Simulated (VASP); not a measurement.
A run of VASP 6.6.1 is set up as follows.

INCAR

```
SYSTEM = SnO2
  PREC = Accurate
  ENCUT = 520
  EDIFF = 1E-6
  ISMEAR = 0
  SIGMA = 0.05
  LREAL = .FALSE.
  LASPH = .TRUE.
  NELM = 100
  ALGO = Normal
  ISIF = 2
  LWAVE = .FALSE.
  LCHARG = .FALSE.
  GGA = CA
  NBANDS = 35
```

Contents of KPOINTS:

```
Automatic mesh
0
G
  10 10 10
  0 0 0
```

POSCAR

```
SnO2
1.0
   -2.0655575580      2.0655575580      5.4973812135
    2.0655575580     -2.0655575580      5.4973812135
    2.0655575580      2.0655575580     -5.4973812135
Sn O
2 4
Direct
    0.7500000000      0.2500000000      0.5000000000
    0.0000000000      0.0000000000      0.0000000000
    0.7969975834      0.7969975834      0.0000000000
    0.9530024166      0.4530024166      0.5000000000
    0.2030024166      0.2030024166      0.0000000000
    0.5469975834      0.0469975834      0.5000000000
```

Potentials or basis: VASP PAW LDA potentials, release 64 (Sn_d, O).

Command:

```bash
$ cat potpaw_LDA.64/Sn_d/POTCAR potpaw_LDA.64/O/POTCAR > POTCAR
$ mpirun -np 1 vasp_std > vasp.out
```

**Question.** Predict the largest force.

**Answer.** 0.871 eV/Å.

**Question.** Predict the band gap on the k mesh.

**Answer.** 0.07 eV (least direct gap 0.38 eV).

**Question.** Estimate the pressure.

**Answer.** -19.7 GPa.

Forces in eV/Å, atoms in the order of the input:
```
Sn   0.000  0.000  0.000
Sn   0.000  0.000  0.000
O    0.000  0.000  0.871
O    0.000  0.000 -0.871
O    0.000  0.000 -0.871
O    0.000  0.000  0.871
```

Caveat: the cell differs from its parent crystal (strain +0.040 along x and y, +0.080 along z); the stress differs along the axes, from -24 to -17 GPa; semilocal functionals underestimate gaps, and a narrow one can read as zero; spin-orbit coupling is left out, which moves the levels of the heavy elements. A k mesh can miss the band edges.
